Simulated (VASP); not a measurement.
# TiW (an interface model) in VASP: single point with PBEsol

Aim: the single point of TiW (an interface model) with PBEsol.

Program: VASP 6.6.1. These are calculated values, not measurements. Logs are shortened: lines on timing, memory, paths and dates and some standing lists are left out, and cuts for length are marked.

## 1. The cell of the first run

The cell holds layers of an interface, 10 atoms: a = 2.868 Å, b = 2.868 Å, c = 27.669 Å, α = 58.79°, β = 58.79°, γ = 90.00°.

## 2. Single point, PBEsol

INCAR

```
SYSTEM = TiW
ALGO = Normal
EDIFF = 1E-6
ENCUT = 520
GGA = PS
ISIF = 2
ISMEAR = 0
LASPH = .True.
LCHARG = .True.
LELF = .True.
LREAL = .False.
LVHAR = .True.
LWAVE = .False.
NBANDS = 76
NELM = 100
PREC = Accurate
SIGMA = 0.1
```

KPOINTS

```
k-points
0
Gamma
  12 12 2
  0 0 0
```

POSCAR

```
TiW
1.0
    2.8679135866     -0.0000000194      0.0003332287
   -0.0000000194      2.8679135866      0.0003332287
   14.3334568928     14.3334568928     18.8326068711
Ti W
5 5
Direct
    0.3849925725      0.3849925725      0.0230297097
    0.3658050662      0.3658050662      0.1269143275
    0.3207012224      0.3207012224      0.2359972435
    0.2755973786      0.2755973786      0.3450801595
    0.2564098723      0.2564098723      0.4489647773
    0.2713470781      0.2713470781      0.5459409287
    0.3011188142      0.3011188142      0.6399307642
    0.3207012224      0.3207012224      0.7359972435
    0.3402836306      0.3402836306      0.8320637228
    0.3700553668      0.3700553668      0.9260535583
```

Potentials or basis: VASP PAW PBE potentials, release 64 (Ti_sv, W_sv).

Started as:

```
$ cat potpaw_PBE.64/Ti_sv/POTCAR potpaw_PBE.64/W_sv/POTCAR > POTCAR
$ mpirun -np 1 vasp_std > vasp.out
```

OUTCAR:

```text
SYSTEM = TiW
   EDIFF = 1E-6
   ENCUT = 520
   GGA = PS
   ISIF = 2
   ISMEAR = 0
   LASPH = .True.
   LREAL = .False.
   NELM = 100
   PREC = Accurate

 ion  position               nearest neighbor table
   1  0.385  0.385  0.023-  10 2.73  10 2.73  10 2.73  10 2.73   2 2.82   2 2.82   2 2.82   2 2.82

   2  0.366  0.366  0.127-   1 2.82   1 2.82   1 2.82   1 2.82   3 2.89   3 2.89   3 2.89   3 2.89

   3  0.321  0.321  0.236-   2 2.89   4 2.89   2 2.89   4 2.89   4 2.89   2 2.89   4 2.89   2 2.89

   4  0.276  0.276  0.345-   5 2.82   5 2.82   5 2.82   5 2.82   3 2.89   3 2.89   3 2.89   3 2.89

   5  0.256  0.256  0.449-   6 2.73   6 2.73   6 2.73   6 2.73   4 2.82   4 2.82   4 2.82   4 2.82

   6  0.271  0.271  0.546-   7 2.69   7 2.69   7 2.69   7 2.69   5 2.73   5 2.73   5 2.73   5 2.73

   7  0.301  0.301  0.640-   6 2.69   6 2.69   6 2.69   6 2.69   8 2.72   8 2.72   8 2.72   8 2.72

   8  0.321  0.321  0.736-   7 2.72   9 2.72   7 2.72   7 2.72   9 2.72   9 2.72   9 2.72   7 2.72

   9  0.340  0.340  0.832-  10 2.69  10 2.69  10 2.69  10 2.69   8 2.72   8 2.72   8 2.72   8 2.72

  10  0.370  0.370  0.926-   9 2.69   9 2.69   9 2.69   9 2.69   1 2.73   1 2.73   1 2.73   1 2.73

  LATTYP: Found a base centered monoclinic cell.
 ALAT       =     4.0558423172
 B/A-ratio  =     1.0000000000
 C/A-ratio  =     4.6425070540
 COS(beta)  =    -0.0002946553

  Lattice vectors:

 A1 = (   2.8679135866,  -0.0000000194,   0.0003332287)
 A2 = (  -0.0000000194,   2.8679135866,   0.0003332287)
 A3 = (  -0.0061109432,  -0.0061109432,  18.8292745841)

Analysis of symmetry for initial positions (statically):
=====================================================================
 Subroutine PRICEL returns:
 Original cell was already a primitive cell.

 Routine SETGRP: Setting up the symmetry group for a
 base centered monoclinic supercell.

 Subroutine GETGRP returns: Found  4 space group operations
 (whereof  2 operations were pure point group operations)
 out of a pool of  4 trial point group operations.

The static configuration has the point symmetry C_1h.
 The point group associated with its full space group is C_2h.

Analysis of symmetry for dynamics (positions and initial velocities):
=====================================================================
 Subroutine PRICEL returns:
 Original cell was already a primitive cell.

 Routine SETGRP: Setting up the symmetry group for a
 base centered monoclinic supercell.

 Subroutine GETGRP returns: Found  4 space group operations
 (whereof  2 operations were pure point group operations)
 out of a pool of  4 trial point group operations.

The dynamic configuration has the point symmetry C_1h.
 The point group associated with its full space group is C_2h.

 Subroutine INISYM returns: Found  4 space group operations
 (whereof  2 operations are pure point group operations),
 and found     1 'primitive' translations

----------------------------------------------------------------------------------------

                                     Primitive cell

  volume of cell :     154.8694

  direct lattice vectors                    reciprocal lattice vectors
     2.867913587 -0.000000019  0.000333229     0.348716382  0.000030843 -0.265430769
    -0.000000019  2.867913587  0.000333229     0.000030843  0.348716382 -0.265430769
    14.333456893 14.333456893 18.832606871    -0.000006171 -0.000006171  0.053108787

  length of vectors
     2.867913606  2.867913606 27.668810140     0.438242637  0.438242637  0.053108787

  position of ions in fractional coordinates (direct lattice)
     0.384992573  0.384992573  0.023029710
     0.365805066  0.365805066  0.126914328
     0.320701222  0.320701222  0.235997244
     0.275597379  0.275597379  0.345080160
     0.256409872  0.256409872  0.448964777
     0.271347078  0.271347078  0.545940929
     0.301118814  0.301118814  0.639930764
     0.320701222  0.320701222  0.735997244
     0.340283631  0.340283631  0.832063723
     0.370055367  0.370055367  0.926053558

  ion indices of the primitive-cell ions
   primitive index   ion index
                 1           1
                 2           2
                 3           3
                 4           4
                 5           5
                 6           6
                 7           7
                 8           8
                 9           9
                10          10

----------------------------------------------------------------------------------------

 KPOINTS: k-points

Automatic generation of k-mesh.
 Grid dimensions read from file:
 generate k-points for:   12   12    2

 Generating k-lattice:

  Cartesian coordinates                     Fractional coordinates (reciprocal lattice)
     0.029059698  0.000002570 -0.022119231     0.083333333 -0.000000000 -0.000000000
     0.000002570  0.029059698 -0.022119231    -0.000000000  0.083333333 -0.000000000
    -0.000003085 -0.000003085  0.026554393     0.000000000  0.000000000  0.500000000

  Length of vectors
     0.036520220  0.036520220  0.026554394

  Shift w.r.t. Gamma in fractional coordinates (k-lattice)
     0.000000000  0.000000000  0.000000000

 Subroutine IBZKPT returns following result:
 ===========================================

 Found     86 irreducible k-points:

 Following reciprocal coordinates:
            Coordinates               Weight
  0.000000  0.000000  0.000000      1.000000
  0.083333 -0.000000 -0.000000      4.000000
  0.166667 -0.000000  0.000000      4.000000
  0.250000  0.000000 -0.000000      4.000000
  0.333333 -0.000000  0.000000      4.000000
  0.416667 -0.000000 -0.000000      4.000000
[... 16 lines left out ...]
  0.500000  0.166667  0.000000      4.000000
 -0.416667  0.166667  0.000000      4.000000
 [... further k-points ...]
   k-points           NKPTS =     86   k-points in BZ     NKDIM =     86   number of bands    NBANDS=     76
   number of dos      NEDOS =    301   number of ions     NIONS =     10
   total plane-waves  NPLWV = 120960
   dimension x,y,z NGX =    24 NGY =   24 NGZ =  210
   dimension x,y,z NGXF=    48 NGYF=   48 NGZF=  420
   ions per type =               5   5
   NGX,Y,Z   is equivalent  to a cutoff of  13.91, 13.91, 12.62 a.u.
   NGXF,Y,Z  is equivalent  to a cutoff of  27.82, 27.82, 25.24 a.u.
 SYSTEM =  TiW
   PREC   = accura    normal or accurate (medium, high low for compatibility)
   ISTART =      0    job   : 0-new  1-cont  2-samecut
   ICHARG =      2    charge: 1-file 2-atom 10-const
   ISPIN  =      1    spin polarized calculation?
   LNONCOLLINEAR =      F non collinear calculations
   LSORBIT =      F    spin-orbit coupling
   LASPH  =      T    aspherical Exc in radial PAW
   ENCUT  =  520.0 eV  38.22 Ry    6.18 a.u.   5.33  5.33 51.45*2*pi/ulx,y,z
   NELM   =    100;   NELMIN=  2; NELMDL= -5     # of ELM steps
   EDIFF  = 0.1E-05   stopping-criterion for ELM
   LREAL  =      F    real-space projection
   EDIFFG = 0.1E-04   stopping-criterion for IOM
   NSW    =      0    number of steps for IOM
   IBRION =     -1    ionic relax: 0-MD 1-quasi-New 2-CG
   NFREE  =      0    steps in history (QN), initial steepest desc. (CG)
   ISIF   =      2    stress and relaxation
   ISYM   =      2    0-nonsym 1-usesym 2-fastsym
   POTIM  = 0.5000    time-step for ionic-motion
   TEBEG  =    0.0;   TEEND  =   0.0 temperature during run
   PSTRESS=    0.0 pullay stress
   NELECT =     130.0000    total number of electrons
   NUPDOWN=      -1.0000    fix difference up-down
   EMIN   =  10.00;   EMAX   =-10.00  energy-range for DOS
   EFERMI =   0.00;   METHOD = LEGACY
   ISMEAR =     0;   SIGMA  =   0.10  broadening in eV -4-tet -1-fermi 0-gaus
   EFERMI_NEDOS =   21; number of points for ismear=-14 and -15
   IALGO  =     38    algorithm
   IMIX   =      4    mixing-type and parameters
     AMIX     =   0.40;   BMIX     =  1.00
     AMIX_MAG =   1.60;   BMIX_MAG =  1.00
  volume/ion in A,a.u.               =      15.49       104.51
  Fermi-wavevector in a.u.,A,eV,Ry     =   1.544308  2.918320 32.448377  2.384888
  Thomas-Fermi vector in A             =   2.649848
   LORBIT       =      0    0 simple, 1 ext, 2 COOP (PROOUT), +10 PAW based schemes
   GGA     = PS    functional components
   LHFCALC =     F    Hartree Fock is set to
   AEXX    =    0.0000 exact exchange contribution
   IVDW    =     0    specifies the selected vdW correction
   LEPSILON=     F    determine dielectric tensor
   LRPA    =     F    only Hartree local field effects (RPA)
 non-spin polarized calculation
 Gauss-broadening in eV      SIGMA  =   0.10
  energy-cutoff  :      520.00
  volume of cell :      154.87
 maximum number of plane-waves:      4212
 NGX is ok and might be reduce to    24
   NGX = 11   NGY = 11   NGZ =103

 number of electron     130.0000007 magnetization

 Free energy of the ion-electron system (eV)
  ---------------------------------------------------
  ext. energy  EPLUGINS =         0.00000000
  ---------------------------------------------------
  free energy    TOTEN  =      -108.31949774 eV

  energy without entropy =     -108.26700452  energy(sigma->0) =     -108.29325113

 E-fermi :  10.2626     XC(G=0): -13.0180

 val. band max:       10.2587708484   @ k =   0.5000   0.0000   0.5000
 cond. band min:      10.2635447944   @ k =   0.2500   0.0000   0.5000
 fundamental gap:      0.0047739460
 Fermi energy:        10.2625806640

 k-point     1 :       0.0000    0.0000    0.0000
  band No.  band energies     occupation
      1     -63.3770      2.00000
      2     -63.2111      2.00000
      3     -63.1704      2.00000
      4     -63.0277      2.00000
      5     -63.0208      2.00000
      6     -46.1050      2.00000
[... 68 lines left out ...]
     75      12.0088      0.00000
     76      12.4493      0.00000
[... 1815 lines left out ...]
     75      11.6476      0.00000
     76      11.7144      0.00000

 [... further k-points ...]

------------------------ aborting loop because EDIFF is reached ----------------------------------------

  FORCE on cell =-STRESS in cart. coord.  units (eV):
  Direction    XX          YY          ZZ          XY          YZ          ZX
  --------------------------------------------------------------------------------------
  -------------------------------------------------------------------------------------
  Total       19.8302331     19.8302331      0.2792552      0.0995373      0.0000349      0.0000350
  in kB      205.1505370    205.1505370      2.8889902      1.0297473      0.0003607      0.0003625
  external PRESSURE =     137.7300214 kB  Pullay stress =       0.0000000 kB

 VOLUME and BASIS-vectors are now :
 -----------------------------------------------------------------------------
  energy-cutoff  :      520.00
  volume of cell :      154.87
      direct lattice vectors                 reciprocal lattice vectors
     2.867913587 -0.000000019  0.000333229     0.348716382  0.000030843 -0.265430769
    -0.000000019  2.867913587  0.000333229     0.000030843  0.348716382 -0.265430769
    14.333456893 14.333456893 18.832606871    -0.000006171 -0.000006171  0.053108787

 POSITION                                       TOTAL-FORCE (eV/Angst)
 -----------------------------------------------------------------------------------
      1.43422      1.43422      0.43397        -0.000030     -0.000030      0.026817
      2.86822      2.86822      2.39037         0.000072      0.000072     -0.005470
      4.30240      4.30240      4.44466         0.000000      0.000000     -0.000000
      5.73658      5.73658      6.49894        -0.000072     -0.000072      0.005470
      7.17058      7.17058      8.45535         0.000030      0.000030     -0.026817
      8.60342      8.60342     10.28167         0.000097      0.000097     -0.061301
     10.03600     10.03600     12.05177         0.000007      0.000007      0.013811
     11.46913     11.46913     13.86096        -0.000000      0.000000     -0.000000
     12.90225     12.90225     15.67016        -0.000007     -0.000007     -0.013811
     14.33484     14.33484     17.44025        -0.000097     -0.000097      0.061301
 -----------------------------------------------------------------------------------
    total drift:                                0.000012      0.000012     -0.000001

  FREE ENERGIE OF THE ION-ELECTRON SYSTEM (eV)
  ---------------------------------------------------
  free  energy   TOTEN  =      -108.3194977408 eV

  energy  without entropy=     -108.2670045247  energy(sigma->0) =     -108.29325113
```

Wall time 41 min (1 thread of Intel Xeon Platinum 8488C (Sapphire Rapids), shared host); peak memory 0.86 GiB.

What came out:

| Item | Value |
| --- | --- |
| Free energy | -108.3195 eV |
| Pressure | 13.8 GPa |
| Largest force | 0.061 eV/Å |
| Band gap on the k mesh | zero (bands 65 and 66 overlap by 1.86 eV) |

Forces in eV/Å, atoms in the order of the input:
```
Ti   0.000  0.000  0.027
Ti   0.000  0.000 -0.005
Ti   0.000  0.000  0.000
Ti   0.000  0.000  0.005
Ti   0.000  0.000 -0.027
W    0.000  0.000 -0.061
W    0.000  0.000  0.014
W    0.000  0.000  0.000
W    0.000  0.000 -0.014
W    0.000  0.000  0.061
```

Levels at points of the mesh, in eV from the Fermi level:
```csv
k point,band 61,band 62,band 63,band 64,band 65,band 66,band 67,band 68,band 69,band 70
"(0.00, 0.00, 0.00)",-0.29,0.11,0.62,0.63,0.63,0.99,1.25,1.26,1.26,1.27
"(0.50, 0.00, 0.00)",-0.53,-0.33,-0.11,-0.03,0.07,0.08,0.08,0.55,0.60,0.62
"(0.50, 0.50, 0.00)",-0.35,-0.35,-0.19,-0.19,1.48,1.48,1.54,1.54,2.54,2.59
"(0.00, 0.00, 0.50)",-0.29,-0.17,0.65,0.65,0.77,0.92,1.07,1.07,1.23,1.34
"(0.50, 0.00, 0.50)",-0.45,-0.33,-0.05,0.00,0.09,0.12,0.31,0.52,0.55,0.55
"(0.50, 0.50, 0.50)",-0.93,-0.93,0.53,0.53,0.63,0.63,2.28,2.31,2.33,2.33
```

Caveat: the PAW data sets were made with another functional, which shifts forces and pressure a little; spin-orbit coupling is left out, which moves the levels of the heavy elements.
